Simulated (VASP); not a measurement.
# LiCl (Fm-3m) in VASP: notebook

LiCl is run at these levels: r2SCAN, PBE, LDA; tasks: single point.

Everything below comes from runs of VASP 6.6.1. Logs are shortened: lines on timing, memory, paths and dates and some standing lists are left out, and cuts for length are marked.

## 1. The cell of the first run

The structure is cubic, space group Fm-3m (No. 225). Conventional cell: a = 5.112 Å, b = 5.112 Å, c = 5.112 Å, α = 90.00°, β = 90.00°, γ = 90.00°. Li (site symmetry m-3m) has 6 Cl at 2.56 Å within 3.4 Å. Within 3.4 Å of Cl (site symmetry m-3m) lie 6 Li at 2.56 Å.

## 2. Single point, r2SCAN

Input file POSCAR:

```
LiCl
1.0
    0.0000000000      2.5560369926      2.5560369926
    2.5560369926      0.0000000000      2.5560369926
    2.5560369926      2.5560369926      0.0000000000
Li Cl
1 1
Direct
    0.0000000000      0.0000000000      0.0000000000
    0.5000000000      0.5000000000      0.5000000000
```

Input file INCAR.step1:

```
SYSTEM = LiCl
PREC = Accurate ; ENCUT = 830
ISMEAR = 0 ; SIGMA = 0.01
LREAL = .FALSE. ; LASPH = .TRUE.
NELM = 120 ; NBANDS = 12
GGA = PE ; ALGO = Normal
EDIFF = 1E-5 ; LWAVE = .TRUE.
LCHARG = .FALSE. ; GGA_COMPAT = .FALSE.
```

Input file INCAR.step2:

```
SYSTEM = LiCl
PREC = Accurate ; ENCUT = 830
EDIFF = 1E-6 ; ISMEAR = 0
SIGMA = 0.01 ; LREAL = .FALSE.
LASPH = .TRUE. ; NELM = 120
ALGO = Normal ; ISIF = 2
LWAVE = .FALSE. ; LCHARG = .TRUE.
METAGGA = R2SCAN ; LMIXTAU = .TRUE.
LELF = .TRUE. ; LVHAR = .TRUE.
NBANDS = 12 ; ISTART = 1
GGA_COMPAT = .FALSE.
```

Input file KPOINTS:

```
Automatic mesh
0
G
  4 4 4
  0 0 0
```

Potentials or basis: VASP PAW PBE potentials, release 64 (Li_sv, Cl).

On the command line:

```sh
cat potpaw_PBE.64/Li_sv/POTCAR potpaw_PBE.64/Cl/POTCAR > POTCAR
cp INCAR.step1 INCAR
mpirun -np 1 vasp_std > vasp.out
cp INCAR.step2 INCAR
mpirun -np 1 vasp_std > vasp.out
```

OUTCAR:

```text
SYSTEM = LiCl
   PREC = Accurate
   ENCUT = 830
   EDIFF = 1E-6
   ISMEAR = 0
   LREAL = .FALSE.
   LASPH = .TRUE.
   NELM = 120
   ISIF = 2
   METAGGA = R2SCAN
   ISTART = 1

 ion  position               nearest neighbor table
   1  0.000  0.000  0.000-   2 2.56   2 2.56   2 2.56   2 2.56   2 2.56   2 2.56
   2  0.500  0.500  0.500-   1 2.56   1 2.56   1 2.56   1 2.56   1 2.56   1 2.56

  LATTYP: Found a face centered cubic cell.
 ALAT       =     5.1120739852

  Lattice vectors:

 A1 = (   0.0000000000,   2.5560369926,   2.5560369926)
 A2 = (   2.5560369926,   0.0000000000,   2.5560369926)
 A3 = (   2.5560369926,   2.5560369926,   0.0000000000)

Analysis of symmetry for initial positions (statically):
=====================================================================
 Subroutine PRICEL returns:
 Original cell was already a primitive cell.

 Routine SETGRP: Setting up the symmetry group for a
 face centered cubic supercell.

 Subroutine GETGRP returns: Found 48 space group operations
 (whereof 48 operations were pure point group operations)
 out of a pool of 48 trial point group operations.

The static configuration has the point symmetry O_h .

Analysis of symmetry for dynamics (positions and initial velocities):
=====================================================================
 Subroutine PRICEL returns:
 Original cell was already a primitive cell.

 Routine SETGRP: Setting up the symmetry group for a
 face centered cubic supercell.

 Subroutine GETGRP returns: Found 48 space group operations
 (whereof 48 operations were pure point group operations)
 out of a pool of 48 trial point group operations.

The dynamic configuration has the point symmetry O_h .

 Subroutine INISYM returns: Found 48 space group operations
 (whereof 48 operations are pure point group operations),
 and found     1 'primitive' translations

----------------------------------------------------------------------------------------

                                     Primitive cell

  volume of cell :      33.3988

  direct lattice vectors                    reciprocal lattice vectors
     0.000000000  2.556036993  2.556036993    -0.195615322  0.195615322  0.195615322
     2.556036993  0.000000000  2.556036993     0.195615322 -0.195615322  0.195615322
     2.556036993  2.556036993  0.000000000     0.195615322  0.195615322 -0.195615322

  length of vectors
     3.614782181  3.614782181  3.614782181     0.338815677  0.338815677  0.338815677
[... 72 lines left out ...]
   POTIM  = 0.5000    time-step for ionic-motion
   TEBEG  =    0.0;   TEEND  =   0.0 temperature during run
   PSTRESS=    0.0 pullay stress
   NELECT =      10.0000    total number of electrons
   NUPDOWN=      -1.0000    fix difference up-down
   EMIN   =  10.00;   EMAX   =-10.00  energy-range for DOS
   EFERMI =   0.00;   METHOD = LEGACY
   ISMEAR =     0;   SIGMA  =   0.01  broadening in eV -4-tet -1-fermi 0-gaus
   EFERMI_NEDOS =   21; number of points for ismear=-14 and -15
   IALGO  =     38    algorithm
   IMIX   =      4    mixing-type and parameters
     AMIX     =   0.40;   BMIX     =  1.00
     AMIX_MAG =   1.60;   BMIX_MAG =  1.00
  volume/ion in A,a.u.               =      16.70       112.69
  Fermi-wavevector in a.u.,A,eV,Ry     =   1.095211  2.069648 16.320006  1.199487
  Thomas-Fermi vector in A             =   2.231530
   LORBIT       =      0    0 simple, 1 ext, 2 COOP (PROOUT), +10 PAW based schemes
   METAGGA = R2SCAN    functional components
   LHFCALC =     F    Hartree Fock is set to
   AEXX    =    0.0000 exact exchange contribution
   IVDW    =     0    specifies the selected vdW correction
   LEPSILON=     F    determine dielectric tensor
   LRPA    =     F    only Hartree local field effects (RPA)
 non-spin polarized calculation
 Gauss-broadening in eV      SIGMA  =   0.01
  energy-cutoff  :      830.00
  volume of cell :       33.40
 maximum number of plane-waves:      1837
 NGX is ok and might be reduce to    36
   NGX = 17   NGY = 17   NGZ = 17

 number of electron      10.0000002 magnetization

 Free energy of the ion-electron system (eV)
  ---------------------------------------------------
  ext. energy  EPLUGINS =         0.00000000
  ---------------------------------------------------
  free energy    TOTEN  =       -12.58263504 eV

  energy without entropy =      -12.58263504  energy(sigma->0) =      -12.58263504

 E-fermi :   0.3643     XC(G=0):  -9.2078

 val. band max:        0.2695137957   @ k =   0.0000   0.0000   0.0000
 cond. band min:       7.6253569881   @ k =   0.0000   0.0000   0.0000
 fundamental gap:      7.3558431924
 Fermi energy:         0.3642652140

 k-point     1 :       0.0000    0.0000    0.0000
  band No.  band energies     occupation
      1     -44.5274      2.00000
      2     -13.7499      2.00000
      3       0.2695      2.00000
      4       0.2695      2.00000
      5       0.2695      2.00000
      6       7.6254      0.00000
      7      12.9397      0.00000
      8      12.9397      0.00000
      9      12.9397      0.00000
     10      15.6748      0.00000
     11      15.6748      0.00000
     12      16.1768      0.00000
[... 91 lines left out ...]
 k-point     8 :      -0.2500    0.5000    0.2500
  band No.  band energies     occupation
      1     -44.5238      2.00000
      2     -12.9031      2.00000
      3      -1.9163      2.00000
      4      -1.9163      2.00000
      5      -0.8196      2.00000
      6      10.7829      0.00000
      7      11.3663      0.00000
      8      11.5560      0.00000
      9      11.5560      0.00000
     10      17.5278      0.00000
     11      17.5278      0.00000
     12      19.8693      0.00000

------------------------ aborting loop because EDIFF is reached ----------------------------------------

  FORCE on cell =-STRESS in cart. coord.  units (eV):
  Direction    XX          YY          ZZ          XY          YZ          ZX
  --------------------------------------------------------------------------------------
  -------------------------------------------------------------------------------------
  Total       -0.0784879     -0.0784879     -0.0784879      0.0000000      0.0000000      0.0000000
  in kB       -3.7651485     -3.7651485     -3.7651485      0.0000000      0.0000000      0.0000000
  external PRESSURE =      -3.7651485 kB  Pullay stress =       0.0000000 kB

 VOLUME and BASIS-vectors are now :
 -----------------------------------------------------------------------------
  energy-cutoff  :      830.00
  volume of cell :       33.40
      direct lattice vectors                 reciprocal lattice vectors
     0.000000000  2.556036993  2.556036993    -0.195615322  0.195615322  0.195615322
     2.556036993  0.000000000  2.556036993     0.195615322 -0.195615322  0.195615322
     2.556036993  2.556036993  0.000000000     0.195615322  0.195615322 -0.195615322

 POSITION                                       TOTAL-FORCE (eV/Angst)
 -----------------------------------------------------------------------------------
      0.00000      0.00000      0.00000        -0.000000     -0.000000     -0.000000
      2.55604      2.55604      2.55604         0.000000      0.000000      0.000000
 -----------------------------------------------------------------------------------
    total drift:                                0.000000      0.000000      0.000000

  FREE ENERGIE OF THE ION-ELECTRON SYSTEM (eV)
  ---------------------------------------------------
  free  energy   TOTEN  =       -12.5826350369 eV

  energy  without entropy=      -12.5826350369  energy(sigma->0) =      -12.58263504
```

Wall time 74 s (1 thread of Intel Xeon 8259CL, shared host); peak memory 0.21 GiB.

Results:

```yaml
Free_energy: -12.5826 eV
Pressure: -0.4 GPa
Band_gap_on_the_k_mesh: 7.36 eV
```

Levels at points of the mesh, in eV from the valence-band top:
| k point | band 2 | band 3 | band 4 | band 5 | band 6 | band 7 | band 8 | band 9 |
| --- | --- | --- | --- | --- | --- | --- | --- | --- |
| (0.00, 0.00, 0.00) | -14.02 | 0.00 | 0.00 | 0.00 | 7.36 | 12.67 | 12.67 | 12.67 |
| (0.50, 0.00, 0.00) | -13.42 | -2.89 | -0.28 | -0.28 | 7.54 | 10.31 | 10.31 | 14.31 |
| (0.50, 0.50, 0.00) | -13.16 | -2.98 | -1.14 | -1.14 | 8.78 | 8.91 | 13.66 | 15.49 |

Caveat: the k points lie up to 0.53 Å⁻¹ apart; the PAW data sets were made with another functional, which shifts forces and pressure a little. A k mesh can miss the band edges.

## 3. Single point, PBE

Input file INCAR:

```
SYSTEM = LiCl
PREC = Accurate ; ENCUT = 750
EDIFF = 1E-6 ; ISMEAR = 0
SIGMA = 0.01 ; LREAL = .False.
LASPH = .True. ; NELM = 120
ALGO = Normal ; ISIF = 2
LWAVE = .False. ; LCHARG = .False.
GGA = PE ; NBANDS = 12
GGA_COMPAT = .False.
```

Input file KPOINTS:

```
regular mesh
0
Gamma
  8 8 8
  0 0 0
```

POSCAR is that of step 2.

Potentials or basis: VASP PAW PBE potentials, release 64 (Li_sv, Cl).

On the command line:

```sh
cat potpaw_PBE.64/Li_sv/POTCAR potpaw_PBE.64/Cl/POTCAR > POTCAR
mpirun -np 1 vasp_std > vasp.out
```

OUTCAR:

```text
SYSTEM = LiCl
   PREC = Accurate
   ENCUT = 750
   EDIFF = 1E-6
   ISMEAR = 0
   LREAL = .False.
   LASPH = .True.
   NELM = 120
   ISIF = 2
   GGA = PE

 ion  position               nearest neighbor table
   1  0.000  0.000  0.000-   2 2.56   2 2.56   2 2.56   2 2.56   2 2.56   2 2.56
   2  0.500  0.500  0.500-   1 2.56   1 2.56   1 2.56   1 2.56   1 2.56   1 2.56

  LATTYP: Found a face centered cubic cell.
 ALAT       =     5.1120739852

  Lattice vectors:

 A1 = (   0.0000000000,   2.5560369926,   2.5560369926)
 A2 = (   2.5560369926,   0.0000000000,   2.5560369926)
 A3 = (   2.5560369926,   2.5560369926,   0.0000000000)

Analysis of symmetry for initial positions (statically):
=====================================================================
 Subroutine PRICEL returns:
 Original cell was already a primitive cell.

 Routine SETGRP: Setting up the symmetry group for a
 face centered cubic supercell.

 Subroutine GETGRP returns: Found 48 space group operations
 (whereof 48 operations were pure point group operations)
 out of a pool of 48 trial point group operations.

The static configuration has the point symmetry O_h .

Analysis of symmetry for dynamics (positions and initial velocities):
=====================================================================
 Subroutine PRICEL returns:
 Original cell was already a primitive cell.

 Routine SETGRP: Setting up the symmetry group for a
 face centered cubic supercell.

 Subroutine GETGRP returns: Found 48 space group operations
 (whereof 48 operations were pure point group operations)
 out of a pool of 48 trial point group operations.

The dynamic configuration has the point symmetry O_h .

 Subroutine INISYM returns: Found 48 space group operations
 (whereof 48 operations are pure point group operations),
 and found     1 'primitive' translations

----------------------------------------------------------------------------------------

                                     Primitive cell

  volume of cell :      33.3988

  direct lattice vectors                    reciprocal lattice vectors
     0.000000000  2.556036993  2.556036993    -0.195615322  0.195615322  0.195615322
[... 118 lines left out ...]
 Gauss-broadening in eV      SIGMA  =   0.01
  energy-cutoff  :      750.00
  volume of cell :       33.40
 maximum number of plane-waves:      1588
   NGX = 17   NGY = 17   NGZ = 17

 number of electron      10.0000002 magnetization

 Free energy of the ion-electron system (eV)
  ---------------------------------------------------
  ext. energy  EPLUGINS =         0.00000000
  ---------------------------------------------------
  free energy    TOTEN  =        -7.38225066 eV

  energy without entropy =       -7.38225066  energy(sigma->0) =       -7.38225066

 E-fermi :   0.7041     XC(G=0):  -8.7749

 val. band max:        0.6555221373   @ k =   0.0000   0.0000   0.0000
 cond. band min:       7.0495605638   @ k =   0.0000   0.0000   0.0000
 fundamental gap:      6.3940384265
 Fermi energy:         0.7041341409

 k-point     1 :       0.0000    0.0000    0.0000
  band No.  band energies     occupation
      1     -42.8404      2.00000
      2     -12.7777      2.00000
      3       0.6555      2.00000
      4       0.6555      2.00000
      5       0.6555      2.00000
      6       7.0496      0.00000
      7      12.6031      0.00000
      8      12.6031      0.00000
      9      12.6031      0.00000
     10      15.2482      0.00000
     11      15.2497      0.00000
     12      15.2657      0.00000
[... 331 lines left out ...]
 k-point    24 :      -0.3750    0.2500    0.1250
  band No.  band energies     occupation
      1     -42.8372      2.00000
      2     -12.0764      2.00000
      3      -1.9261      2.00000
      4      -0.6699      2.00000
      5       0.0674      2.00000
      6       8.8929      0.00000
      7       9.9941      0.00000
      8      11.2291      0.00000
      9      12.4767      0.00000
     10      16.2394      0.00000
     11      16.8510      0.00000
     12      18.9039      0.00000

 [... further k-points ...]

------------------------ aborting loop because EDIFF is reached ----------------------------------------

  FORCE on cell =-STRESS in cart. coord.  units (eV):
  Direction    XX          YY          ZZ          XY          YZ          ZX
  --------------------------------------------------------------------------------------
  -------------------------------------------------------------------------------------
  Total        0.1378665      0.1378665      0.1378665      0.0000000      0.0000000      0.0000000
  in kB        6.6135989      6.6135989      6.6135989      0.0000000      0.0000000      0.0000000
  external PRESSURE =       6.6135989 kB  Pullay stress =       0.0000000 kB

 VOLUME and BASIS-vectors are now :
 -----------------------------------------------------------------------------
  energy-cutoff  :      750.00
  volume of cell :       33.40
      direct lattice vectors                 reciprocal lattice vectors
     0.000000000  2.556036993  2.556036993    -0.195615322  0.195615322  0.195615322
     2.556036993  0.000000000  2.556036993     0.195615322 -0.195615322  0.195615322
     2.556036993  2.556036993  0.000000000     0.195615322  0.195615322 -0.195615322

 POSITION                                       TOTAL-FORCE (eV/Angst)
 -----------------------------------------------------------------------------------
      0.00000      0.00000      0.00000        -0.000000      0.000000      0.000000
      2.55604      2.55604      2.55604         0.000000     -0.000000     -0.000000
 -----------------------------------------------------------------------------------
    total drift:                               -0.000000     -0.000000      0.000000

  FREE ENERGIE OF THE ION-ELECTRON SYSTEM (eV)
  ---------------------------------------------------
  free  energy   TOTEN  =        -7.3822506563 eV

  energy  without entropy=       -7.3822506563  energy(sigma->0) =       -7.38225066
```

stdout:

```text
POSCAR found type information on POSCAR LiCl
 POSCAR found :  2 types and       2 ions
 scaLAPACK will be used
 LDA part: xc-table for (Slater+PW92), standard interpolation
 POSCAR, INCAR and KPOINTS ok, starting setup
 FFT: planning ... GRIDC
 FFT: planning ... GRID_SOFT
 FFT: planning ... GRID
 WAVECAR not read
 entering main loop
```

Run time: 21 s. Hardware: 1 thread of Intel Xeon 8259CL, shared host; peak memory 0.17 GiB.

Results:

```yaml
Free_energy: -7.3823 eV
Pressure: 0.7 GPa
Band_gap_on_the_k_mesh: 6.39 eV
```

[end of part 1 of 2]
